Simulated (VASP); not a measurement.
The system is Mg.

```
Mg
1.0
     3.64497    2.10442    6.21613
    -3.64497    2.10442    6.21613
     0.00000   -4.20884    6.21613
Mg
12
Direct
  0.01019 0.65361 0.01019
  0.01019 0.01019 0.65361
  0.65361 0.01019 0.01019
  0.98981 0.34639 0.98981
  0.34639 0.98981 0.98981
  0.98981 0.98981 0.34639
  0.22118 0.63060 0.22118
  0.22118 0.22118 0.63060
  0.63060 0.22118 0.22118
  0.77882 0.36940 0.77882
  0.36940 0.77882 0.77882
  0.77882 0.77882 0.36940
```

| Quantity | Value |
| --- | --- |
| Program | VASP 6.6.1 |
| Task | relaxation of cell and atoms |
| Functional | PBEsol |
| Potentials or basis | VASP PAW PBE potentials, release 64 (Mg) |
| Cutoff | 600 eV |
| k mesh | 3 × 3 × 3 |
| Occupations | gaussian, width 0.1 eV |
| Spin | no spin polarisation |

At the start: pressure 14.8 GPa; volume 23.84 Å³/atom.

Problem. How do energy, volume and symmetry change on relaxing?

Solution. Over 25 steps the energy falls by 569.5 meV/atom and the volume is 30.67 Å³/atom (+28.6 %); space group R-3m (No. 166, to 0.1 Å) before and after.

The path:
```
step  energy change (eV)  largest force (eV/Å)  pressure (GPa)  volume (Å³)
   1              0.0000                2.3755           14.75       286.09
   2             -5.2385                0.5613            1.24       386.82
   3             -5.2979                0.5898           -1.03       435.75
   4             -5.3732                0.5857           -0.27       415.83
   5             -5.3742                0.5840           -0.15       412.92
   6             -5.5276                0.4315           -0.20       412.71
   7             -5.6825                0.4460           -0.19       411.81
   8             -5.6867                0.4784           -0.17       411.58
   9             -5.7935                0.4066           -0.16       407.97
  10             -5.9935                0.3696            0.01       397.01
  11             -5.9770                0.6903            0.89       374.67
  12             -6.0332                0.5355            0.40       385.11
  13             -6.1896                0.4388           -0.15       389.01
  14             -6.3391                0.2006           -0.99       396.40
  15             -6.4749                0.1537           -0.62       383.90
  16             -6.5582                0.2841            0.20       364.62
  17             -6.6347                0.2398            0.30       362.13
  18             -6.6724                0.2736            0.52       358.68
  19             -6.7531                0.2171            0.04       365.47
  20             -6.7837                0.1591           -0.40       373.12
  21             -6.8176                0.0871           -0.12       368.53
  22             -6.8247                0.0720            0.09       365.37
  23             -6.8313                0.0561            0.04       366.64
  24             -6.8316                0.0596            0.02       367.01
  25             -6.8344                0.0328           -0.04       368.02
```

Final structure:
```
Mg
1.0
     3.70960    2.14174    7.72014
    -3.70960    2.14174    7.72014
     0.00000   -4.28348    7.72014
Mg
12
Direct
  0.08886 0.51103 0.08886
  0.08886 0.08886 0.51103
  0.51103 0.08886 0.08886
  0.91114 0.48897 0.91114
  0.48897 0.91114 0.91114
  0.91114 0.91114 0.48897
  0.23215 0.63123 0.23215
  0.23215 0.23215 0.63123
  0.63123 0.23215 0.23215
  0.76785 0.36877 0.76785
  0.36877 0.76785 0.76785
  0.76785 0.76785 0.36877
```

Caveat: the volume moved by over 15 % at a fixed basis, so the end points are rough; the PAW data sets were made with another functional, which shifts forces and pressure a little.
